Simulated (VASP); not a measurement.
Crystal: Co2Ru.

```xyz
6
Lattice="0.0000 3.2178 3.2178 3.2178 0.0000 3.2178 3.2178 3.2178 0.0000" Properties=species:S:1:pos:R:3 pbc="T T T"
Co    4.0222    4.0222    4.0222
Co    4.0222    2.4133    2.4133
Co    2.4133    2.4133    4.0222
Co    2.4133    4.0222    2.4133
Ru    0.0000    0.0000    0.0000
Ru    1.6089    1.6089    1.6089
```

```yaml
Program: VASP 6.6.1
Task: relaxation of cell and atoms
Functional: PBE
Potentials_or_basis: VASP PAW PBE potentials, release 64 (Co, Ru_pv)
Cutoff: 600 eV
k_mesh: 6 × 6 × 6
Occupations: gaussian, width 0.1 eV
Spin: collinear spin, ferromagnetic start
Starting_moments: "[1.82, 1.82, 1.82, 1.82, 0.39, 0.39] μB"
```

At the start: pressure 13.8 GPa; volume 11.11 Å³/atom.

**Question.** Where does the relaxation end?

**Answer.** Over 5 steps the energy falls by 63.9 meV/atom and the volume is 12.03 Å³/atom (+8.3 %); space group Fd-3m (No. 227, to 0.1 Å) before and after; moment 8.24 μB per cell.

The path:
```csv
step,energy change (eV),largest force (eV/Å),pressure (GPa),volume (Å³)
1,0.0000,0.0000,13.80,66.63
2,-0.2460,0.0000,-10.16,76.29
3,-0.3718,0.0000,-3.17,73.31
4,-0.3832,0.0000,0.71,71.93
5,-0.3835,0.0000,-0.14,72.17
```

Final structure:
```xyz
6
Lattice="0.0000 3.3046 3.3046 3.3046 0.0000 3.3046 3.3046 3.3046 0.0000" Properties=species:S:1:pos:R:3 pbc="T T T"
Co    4.1307    4.1307    4.1307
Co    4.1307    2.4784    2.4784
Co    2.4784    2.4784    4.1307
Co    2.4784    4.1307    2.4784
Ru    0.0000    0.0000    0.0000
Ru    1.6523    1.6523    1.6523
```
